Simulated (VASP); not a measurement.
# TiO (P6_3/mmc) in VASP: a series of runs

The runs below take TiO through single point, with r2SCAN.

Program: VASP 6.6.1. These are calculated values, not measurements. Logs are shortened: lines on timing, memory, paths and dates and some standing lists are left out, and cuts for length are marked.

## Step 1: The cell of the first run

Symmetry: P6_3/mmc, No. 194, hexagonal system. The conventional cell has a = 2.852 Å, b = 2.852 Å, c = 5.568 Å, α = 90.00°, β = 90.00°, γ = 120.00°. Ti (site symmetry -6m2) has 6 O at 2.16 Å and 6 Ti at 2.85 Å within 2.9 Å. Within 2.9 Å of O (site symmetry -3m) lie 6 Ti at 2.16 Å and 8 O at 2.78 to 2.85 Å.

## Step 2: Single point, r2SCAN

POSCAR

```
TiO
1.0
    2.8516080131      0.0000000000      0.0000000000
   -1.4258040066      2.4695649810      0.0000000000
    0.0000000000      0.0000000000      5.5675030000
Ti O
2 2
Direct
    0.3333333333      0.6666666667      0.2500000000
    0.6666666667      0.3333333333      0.7500000000
    0.0000000000      0.0000000000      0.0000000000
    0.0000000000      0.0000000000      0.5000000000
```

INCAR.step1

```
  PREC = Accurate
  ENCUT = 520
  ISMEAR = 1
  SIGMA = 0.1
  LREAL = F
  LASPH = T
  NELM = 80
  NBANDS = 26
  GGA = PE
  ALGO = Normal
  EDIFF = 1E-4
  LWAVE = T
  LCHARG = F
```

INCAR.step2

```
  PREC = Accurate
  ENCUT = 520
  EDIFF = 1E-6
  ISMEAR = 1
  SIGMA = 0.1
  LREAL = F
  LASPH = T
  NELM = 80
  ALGO = Normal
  ISIF = 2
  LWAVE = F
  LCHARG = F
  METAGGA = R2SCAN
  LMIXTAU = T
  NBANDS = 26
  ISTART = 1
```

KPOINTS

```
regular mesh
0
Gamma
  18 18 8
```

Potentials or basis: VASP PAW PBE potentials, release 64 (Ti_sv, O).

Run with:

```sh
$ cat potpaw_PBE.64/Ti_sv/POTCAR potpaw_PBE.64/O/POTCAR > POTCAR
$ cp INCAR.step1 INCAR
$ mpirun -np 1 vasp_std > vasp.out
$ cp INCAR.step2 INCAR
$ mpirun -np 1 vasp_std > vasp.out
```

OUTCAR:

```text
PREC = Accurate
   ENCUT = 520
   EDIFF = 1E-6
   ISMEAR = 1
   LREAL = F
   LASPH = T
   NELM = 80
   ISIF = 2
   METAGGA = R2SCAN
   ISTART = 1

 ion  position               nearest neighbor table
   1  0.333  0.667  0.250-   3 2.16   4 2.16   3 2.16   4 2.16   3 2.16   4 2.16
   2  0.667  0.333  0.750-   3 2.16   4 2.16   3 2.16   4 2.16   3 2.16   4 2.16
   3  0.000  0.000  0.000-   1 2.16   2 2.16   2 2.16   1 2.16   2 2.16   1 2.16
   4  0.000  0.000  0.500-   1 2.16   2 2.16   2 2.16   1 2.16   2 2.16   1 2.16

  LATTYP: Found a hexagonal cell.
 ALAT       =     2.8516080131
 C/A-ratio  =     1.9524082463

  Lattice vectors:

 A1 = (   2.8516080131,   0.0000000000,   0.0000000000)
 A2 = (  -1.4258040066,   2.4695649810,   0.0000000000)
 A3 = (   0.0000000000,   0.0000000000,   5.5675030000)

Analysis of symmetry for initial positions (statically):
=====================================================================
 Subroutine PRICEL returns:
 Original cell was already a primitive cell.

 Routine SETGRP: Setting up the symmetry group for a
 hexagonal supercell.

 Subroutine GETGRP returns: Found 24 space group operations
 (whereof 12 operations were pure point group operations)
 out of a pool of 24 trial point group operations.

The static configuration has the point symmetry D_3d.
 The point group associated with its full space group is D_6h.

Analysis of symmetry for dynamics (positions and initial velocities):
=====================================================================
 Subroutine PRICEL returns:
 Original cell was already a primitive cell.

 Routine SETGRP: Setting up the symmetry group for a
 hexagonal supercell.

 Subroutine GETGRP returns: Found 24 space group operations
 (whereof 12 operations were pure point group operations)
 out of a pool of 24 trial point group operations.

The dynamic configuration has the point symmetry D_3d.
 The point group associated with its full space group is D_6h.

 Subroutine INISYM returns: Found 24 space group operations
 (whereof 12 operations are pure point group operations),
 and found     1 'primitive' translations

----------------------------------------------------------------------------------------

                                     Primitive cell

  volume of cell :      39.2076

  direct lattice vectors                    reciprocal lattice vectors
     2.851608013  0.000000000  0.000000000     0.350679334  0.202464808  0.000000000
    -1.425804007  2.469564981  0.000000000     0.000000000  0.404929616  0.000000000
     0.000000000  0.000000000  5.567503000     0.000000000  0.000000000  0.179613733

  length of vectors
     2.851608013  2.851608013  5.567503000     0.404929616  0.404929616  0.179613733

  position of ions in fractional coordinates (direct lattice)
     0.333333333  0.666666667  0.250000000
     0.666666667  0.333333333  0.750000000
     0.000000000  0.000000000  0.000000000
     0.000000000  0.000000000  0.500000000

  ion indices of the primitive-cell ions
   primitive index   ion index
                 1           1
                 2           2
                 3           3
                 4           4

----------------------------------------------------------------------------------------

 KPOINTS: regular mesh

Automatic generation of k-mesh.
 Grid dimensions read from file:
 generate k-points for:   18   18    8

 Generating k-lattice:

  Cartesian coordinates                     Fractional coordinates (reciprocal lattice)
     0.019482185  0.011248045  0.000000000     0.055555556  0.000000000  0.000000000
     0.000000000  0.022496090  0.000000000     0.000000000  0.055555556  0.000000000
     0.000000000  0.000000000  0.022451717     0.000000000  0.000000000  0.125000000

  Length of vectors
     0.022496090  0.022496090  0.022451717

  Shift w.r.t. Gamma in fractional coordinates (k-lattice)
     0.000000000  0.000000000  0.000000000

 Subroutine IBZKPT returns following result:
 ===========================================

 Found    185 irreducible k-points:

 Following reciprocal coordinates:
            Coordinates               Weight
  0.000000  0.000000  0.000000      1.000000
  0.055556 -0.000000  0.000000      6.000000
  0.111111 -0.000000  0.000000      6.000000
  0.166667 -0.000000  0.000000      6.000000
  0.222222  0.000000  0.000000      6.000000
  0.277778  0.000000  0.000000      6.000000
[... 16 lines left out ...]
  0.333333  0.111111  0.000000     12.000000
  0.388889  0.111111  0.000000     12.000000
 [... further k-points ...]
   k-points           NKPTS =    185   k-points in BZ     NKDIM =    185   number of bands    NBANDS=     26
   number of dos      NEDOS =    301   number of ions     NIONS =      4
   total plane-waves  NPLWV =  24192
   dimension x,y,z NGX =    24 NGY =   24 NGZ =   42
   dimension x,y,z NGXF=    48 NGYF=   48 NGZF=   84
   ions per type =               2   2
   NGX,Y,Z   is equivalent  to a cutoff of  13.99, 13.99, 12.54 a.u.
   NGXF,Y,Z  is equivalent  to a cutoff of  27.98, 27.98, 25.08 a.u.
 SYSTEM =  unknown system
   PREC   = accura    normal or accurate (medium, high low for compatibility)
   ISTART =      1    job   : 0-new  1-cont  2-samecut
   ICHARG =      0    charge: 1-file 2-atom 10-const
   ISPIN  =      1    spin polarized calculation?
   LNONCOLLINEAR =      F non collinear calculations
   LSORBIT =      F    spin-orbit coupling
   LASPH  =      T    aspherical Exc in radial PAW
   ENCUT  =  520.0 eV  38.22 Ry    6.18 a.u.   5.30  5.30 10.35*2*pi/ulx,y,z
   NELM   =     80;   NELMIN=  2; NELMDL=  0     # of ELM steps
   EDIFF  = 0.1E-05   stopping-criterion for ELM
   LREAL  =      F    real-space projection
   EDIFFG = 0.1E-04   stopping-criterion for IOM
   NSW    =      0    number of steps for IOM
   IBRION =     -1    ionic relax: 0-MD 1-quasi-New 2-CG
   NFREE  =      0    steps in history (QN), initial steepest desc. (CG)
   ISIF   =      2    stress and relaxation
   ISYM   =      2    0-nonsym 1-usesym 2-fastsym
   POTIM  = 0.5000    time-step for ionic-motion
   TEBEG  =    0.0;   TEEND  =   0.0 temperature during run
   PSTRESS=    0.0 pullay stress
   NELECT =      36.0000    total number of electrons
   NUPDOWN=      -1.0000    fix difference up-down
   EMIN   =  10.00;   EMAX   =-10.00  energy-range for DOS
   EFERMI =   0.00;   METHOD = LEGACY
   ISMEAR =     1;   SIGMA  =   0.10  broadening in eV -4-tet -1-fermi 0-gaus
   EFERMI_NEDOS =   21; number of points for ismear=-14 and -15
   IALGO  =     38    algorithm
   IMIX   =      4    mixing-type and parameters
     AMIX     =   0.40;   BMIX     =  1.00
     AMIX_MAG =   1.60;   BMIX_MAG =  1.00
  volume/ion in A,a.u.               =       9.80        66.15
  Fermi-wavevector in a.u.,A,eV,Ry     =   1.591178  3.006890 34.447873  2.531847
  Thomas-Fermi vector in A             =   2.689758
   LORBIT       =      0    0 simple, 1 ext, 2 COOP (PROOUT), +10 PAW based schemes
   METAGGA = R2SCAN    functional components
   LHFCALC =     F    Hartree Fock is set to
   AEXX    =    0.0000 exact exchange contribution
   IVDW    =     0    specifies the selected vdW correction
   LEPSILON=     F    determine dielectric tensor
   LRPA    =     F    only Hartree local field effects (RPA)
 non-spin polarized calculation
 Methfessel and Paxton  Order N= 1 SIGMA  =   0.10
  energy-cutoff  :      520.00
  volume of cell :       39.21
 maximum number of plane-waves:      1072
 NGX is ok and might be reduce to    24
   NGX = 11   NGY = 11   NGZ = 21

 number of electron      35.9999991 magnetization

 Free energy of the ion-electron system (eV)
  ---------------------------------------------------
  ext. energy  EPLUGINS =         0.00000000
  ---------------------------------------------------
  free energy    TOTEN  =       -48.64132847 eV

  energy without entropy =      -48.64223507  energy(sigma->0) =      -48.64163067

 E-fermi :  11.2932     XC(G=0): -13.5920

 val. band max:       11.2891166586   @ k =   0.0000   0.0000   0.1250
 cond. band min:      11.3173701755   @ k =   0.0556  -0.0000   0.0000
 fundamental gap:      0.0282535169
 Fermi energy:        11.2932487945

 k-point     1 :       0.0000    0.0000    0.0000
  band No.  band energies     occupation
      1     -48.8479      2.00000
      2     -48.8053      2.00000
      3     -24.5289      2.00000
      4     -24.0497      2.00000
      5     -23.6843      2.00000
      6     -23.6843      2.00000
[... 18 lines left out ...]
     25      13.2552     -0.00000
     26      14.5827      0.00000

 k-point     2 :       0.0556   -0.0000    0.0000
  band No.  band energies     occupation
      1     -48.8442      2.00000
      2     -48.8023      2.00000
      3     -24.5194      2.00000
      4     -24.0480      2.00000
      5     -23.7077      2.00000
      6     -23.6944      2.00000
[... 18 lines left out ...]
     25      13.2727     -0.00000
     26      14.4459      0.00000

 k-point     3 :       0.1111   -0.0000    0.0000
  band No.  band energies     occupation
      1     -48.8336      2.00000
      2     -48.7934      2.00000
      3     -24.4917      2.00000
      4     -24.0435      2.00000
      5     -23.7778      2.00000
      6     -23.7566      2.00000
[... 18 lines left out ...]
     25      13.7016      0.00000
     26      14.1236      0.00000

 k-point     4 :       0.1667   -0.0000    0.0000
  band No.  band energies     occupation
      1     -48.8171      2.00000
      2     -48.7799      2.00000
      3     -24.4485      2.00000
      4     -24.0370      2.00000
      5     -23.8864      2.00000
      6     -23.8480      2.00000
[... 18 lines left out ...]
     25      13.7537      0.00000
     26      14.4324      0.00000

 k-point     5 :       0.2222    0.0000    0.0000
  band No.  band energies     occupation
      1     -48.7968      2.00000
      2     -48.7634      2.00000
      3     -24.3936      2.00000
      4     -24.0306      2.00000
      5     -24.0178      2.00000
      6     -23.9581      2.00000
[... 18 lines left out ...]
     25      13.6530      0.00000
     26      14.7119      0.00000

 k-point     6 :       0.2778    0.0000    0.0000
  band No.  band energies     occupation
      1     -48.7748      2.00000
      2     -48.7461      2.00000
      3     -24.3322      2.00000
      4     -24.1550      2.00000
      5     -24.0735      2.00000
      6     -24.0262      2.00000
[... 427 lines left out ...]
 k-point    21 :       0.2222    0.1111    0.0000
  band No.  band energies     occupation
      1     -48.7680      2.00000
      2     -48.7408      2.00000
      3     -24.3134      2.00000
      4     -24.1649      2.00000
      5     -24.0917      2.00000
      6     -24.0247      2.00000
[... 18 lines left out ...]
     25      14.1085      0.00000
     26      14.6679      0.00000

 k-point    22 :       0.2778    0.1111    0.0000
  band No.  band energies     occupation
      1     -48.7480      2.00000
      2     -48.7258      2.00000
      3     -24.2758      2.00000
      4     -24.2543      2.00000
      5     -24.1810      2.00000
      6     -24.0252      2.00000
[... 18 lines left out ...]
     25      14.4816      0.00000
     26      14.7951      0.00000

 k-point    23 :       0.3333    0.1111    0.0000
  band No.  band energies     occupation
      1     -48.7312      2.00000
      2     -48.7140      2.00000
      3     -24.3648      2.00000
      4     -24.2530      2.00000
      5     -24.2002      2.00000
      6     -24.0311      2.00000
[... 18 lines left out ...]
     25      14.7768      0.00000
     26      14.9492      0.00000

 k-point    24 :       0.3889    0.1111    0.0000
  band No.  band energies     occupation
      1     -48.7197      2.00000
      2     -48.7068      2.00000
      3     -24.4222      2.00000
      4     -24.2997      2.00000
      5     -24.1583      2.00000
      6     -24.0415      2.00000
[... 18 lines left out ...]
     25      14.9321      0.00000
     26      15.1052      0.00000

 [... further k-points ...]
[... 5 lines left out ...]
  --------------------------------------------------------------------------------------
  -------------------------------------------------------------------------------------
  Total       -1.0279245     -1.0279245     -0.6019395      0.0000000      0.0000000     -0.0000000
  in kB      -42.0050054    -42.0050054    -24.5975974      0.0000000      0.0000000     -0.0000000
  external PRESSURE =     -36.2025360 kB  Pullay stress =       0.0000000 kB

 VOLUME and BASIS-vectors are now :
 -----------------------------------------------------------------------------
  energy-cutoff  :      520.00
  volume of cell :       39.21
      direct lattice vectors                 reciprocal lattice vectors
     2.851608013  0.000000000  0.000000000     0.350679334  0.202464808  0.000000000
    -1.425804007  2.469564981  0.000000000     0.000000000  0.404929616  0.000000000
     0.000000000  0.000000000  5.567503000     0.000000000  0.000000000  0.179613733

 POSITION                                       TOTAL-FORCE (eV/Angst)
 -----------------------------------------------------------------------------------
     -0.00000      1.64638      1.39188        -0.000000      0.000000      0.000000
      1.42580      0.82319      4.17563         0.000000     -0.000000      0.000000
      0.00000      0.00000      0.00000         0.000000      0.000000      0.000000
      0.00000      0.00000      2.78375         0.000000      0.000000      0.000000
 -----------------------------------------------------------------------------------
    total drift:                               -0.000000      0.000000     -0.000000

  FREE ENERGIE OF THE ION-ELECTRON SYSTEM (eV)
  ---------------------------------------------------
  free  energy   TOTEN  =       -48.6413284665 eV

  energy  without entropy=      -48.6422350702  energy(sigma->0) =      -48.64163067
```

Wall time 10 min (1 thread of Intel Xeon Platinum 8488C (Sapphire Rapids), shared host); peak memory 0.29 GiB.

What came out:

```
Free energy            : -48.6413 eV
Pressure               : -3.6 GPa
Band gap on the k mesh : zero (bands 18 and 19 overlap by 0.04 eV)
```

Stress tensor (GPa, compression positive):
```
-4.20  0.00  0.00
 0.00 -4.20  0.00
 0.00  0.00 -2.46
```

Caveat: the cell stands under tension; the PAW data sets were made with another functional, which shifts forces and pressure a little; semilocal functionals often make such compounds metallic where correlation or magnetic order opens a gap, which also shifts bond lengths.

## Step 3: Single point, r2SCAN

POSCAR is that of step 2.

INCAR.step1

```
PREC = Accurate
ENCUT = 520
ISMEAR = -5
SIGMA = 0.1
LREAL = F
LASPH = T
NELM = 80
NBANDS = 26
GGA = PE
ALGO = Normal
EDIFF = 1E-4
LWAVE = T
LCHARG = F
```

INCAR.step2

```
PREC = Accurate
ENCUT = 520
EDIFF = 1E-7
ISMEAR = -5
SIGMA = 0.1
LREAL = F
LASPH = T
NELM = 80
ALGO = Normal
ISIF = 2
LWAVE = F
LCHARG = F
METAGGA = R2SCAN
LMIXTAU = T
NBANDS = 26
ISTART = 1
```

KPOINTS

```
Automatic mesh
0
Gamma
  18 18 8
```

Potentials or basis: VASP PAW PBE potentials, release 64 (Ti_sv, O).

Run with:

```sh
$ cat potpaw_PBE.64/Ti_sv/POTCAR potpaw_PBE.64/O/POTCAR > POTCAR
$ cp INCAR.step1 INCAR
$ mpirun -np 1 vasp_std > vasp.out
$ cp INCAR.step2 INCAR
$ mpirun -np 1 vasp_std > vasp.out
```

OUTCAR:

```text
PREC = Accurate
   ENCUT = 520
   EDIFF = 1E-7
   ISMEAR = -5
   LREAL = F
   LASPH = T
   NELM = 80
   ISIF = 2
   METAGGA = R2SCAN
   ISTART = 1

 ion  position               nearest neighbor table
   1  0.333  0.667  0.250-   3 2.16   4 2.16   3 2.16   4 2.16   3 2.16   4 2.16
   2  0.667  0.333  0.750-   3 2.16   4 2.16   3 2.16   4 2.16   3 2.16   4 2.16
   3  0.000  0.000  0.000-   1 2.16   2 2.16   2 2.16   1 2.16   2 2.16   1 2.16
   4  0.000  0.000  0.500-   1 2.16   2 2.16   2 2.16   1 2.16   2 2.16   1 2.16

  LATTYP: Found a hexagonal cell.
 ALAT       =     2.8516080131
[... 894 lines left out ...]
 [... further k-points ...]
[... 5 lines left out ...]
  --------------------------------------------------------------------------------------
  -------------------------------------------------------------------------------------
  Total       -1.0382586     -1.0382586     -0.5835525      0.0000000      0.0000000      0.0000000
  in kB      -42.4272975    -42.4272975    -23.8462306      0.0000000      0.0000000      0.0000000
  external PRESSURE =     -36.2336085 kB  Pullay stress =       0.0000000 kB

 VOLUME and BASIS-vectors are now :
 -----------------------------------------------------------------------------
  energy-cutoff  :      520.00
  volume of cell :       39.21
      direct lattice vectors                 reciprocal lattice vectors
     2.851608013  0.000000000  0.000000000     0.350679334  0.202464808  0.000000000
    -1.425804007  2.469564981  0.000000000     0.000000000  0.404929616  0.000000000
     0.000000000  0.000000000  5.567503000     0.000000000  0.000000000  0.179613733

 POSITION                                       TOTAL-FORCE (eV/Angst)
 -----------------------------------------------------------------------------------
     -0.00000      1.64638      1.39188        -0.000000      0.000000      0.000000
      1.42580      0.82319      4.17563         0.000000     -0.000000      0.000000
      0.00000      0.00000      0.00000        -0.000000      0.000000      0.000000
      0.00000      0.00000      2.78375         0.000000      0.000000      0.000000
 -----------------------------------------------------------------------------------
    total drift:                               -0.000000      0.000000     -0.000000

  FREE ENERGIE OF THE ION-ELECTRON SYSTEM (eV)
  ---------------------------------------------------
  free  energy   TOTEN  =       -48.6417012984 eV

  energy  without entropy=      -48.6417012984  energy(sigma->0) =      -48.64170130
```

Run time: 9.4 min. Hardware: 1 thread of Intel Xeon Platinum 8488C (Sapphire Rapids), shared host; peak memory 0.3 GiB.

Results:

```yaml
Free_energy: -48.6417 eV
Pressure: -3.6 GPa
Band_gap_on_the_k_mesh: zero (bands 18 and 19 overlap by 0.04 eV)
```

Stress tensor (GPa, compression positive):
```
-4.24  0.00  0.00
 0.00 -4.24  0.00
 0.00  0.00 -2.38
```

Levels at points of the mesh, in eV from the Fermi level:
| k point | band 14 | band 15 | band 16 | band 17 | band 18 | band 19 | band 20 | band 21 | band 22 | band 23 |
| --- | --- | --- | --- | --- | --- | --- | --- | --- | --- | --- |
| (0.00, 0.00, 0.00) | -5.57 | -5.57 | -5.53 | -2.02 | -0.02 | -0.02 | 0.06 | 1.23 | 1.23 | 1.71 |
| (0.50, 0.00, 0.00) | -6.90 | -6.06 | -5.75 | -2.71 | -0.02 | 1.11 | 1.84 | 2.16 | 2.48 | 2.86 |
| (0.00, 0.00, 0.50) | -5.85 | -5.85 | -5.85 | -0.57 | -0.57 | 0.85 | 0.85 | 0.85 | 0.85 | 2.36 |
| (0.50, 0.00, 0.50) | -7.52 | -6.37 | -6.37 | -1.33 | -1.33 | 2.22 | 2.22 | 2.43 | 2.43 | 2.47 |

Caveat: the cell stands under tension; the PAW data sets were made with another functional, which shifts forces and pressure a little; semilocal functionals often make such compounds metallic where correlation or magnetic order opens a gap, which also shifts bond lengths; tetrahedron occupations give inexact forces and stress in metals.

The gap in the log of VASP goes by the Fermi energy; the results here count the filled bands.